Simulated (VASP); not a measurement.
Input of a VASP 6.6.1 run:

The input INCAR:

```
PREC = Accurate
ENCUT = 520
EDIFF = 1E-6
ISMEAR = -1
SIGMA = 0.05
LREAL = False
LASPH = True
NELM = 80
ALGO = Normal
ISIF = 2
LWAVE = False
LCHARG = False
LDIPOL = True
IDIPOL = 3
DIPOL = 0.5 0.5 0.500
GGA = PE
IBRION = 2
NSW = 32
EDIFFG = -0.01
```

KPOINTS

```
regular mesh
0
Gamma
  13 13 1
```

File POSCAR:

```
TiC
1.0
    3.0637012665      0.0000000000      0.0000000000
    0.0000000000      3.0637012665      0.0000000000
    0.0000000000      0.0000000000     18.1664000000
Ti C
2 2
Direct
    0.0000000000      0.0000000000      0.4441097570
    0.5000000000      0.5000000000      0.5558902573
    0.5000000000      0.5000000000      0.4403882599
    0.0000000000      0.0000000000      0.5596117259
```

Potentials or basis: VASP PAW PBE potentials, release 64 (Ti_sv, C).

Launch:

```bash
$ cat potpaw_PBE.64/Ti_sv/POTCAR potpaw_PBE.64/C/POTCAR > POTCAR
$ mpirun -np 1 vasp_std > vasp.out
```

Task: What does it give for the band gap on the k mesh?

Result: Zero (bands 16 and 17 overlap by 0.32 eV).

Forces on the atoms (eV/Å):
```
Ti   0.000  0.000  0.005
Ti   0.000  0.000 -0.005
C    0.000  0.000 -0.001
C    0.000  0.000  0.001
```

Caveat: the relaxation stopped at its first step, so nothing moved.
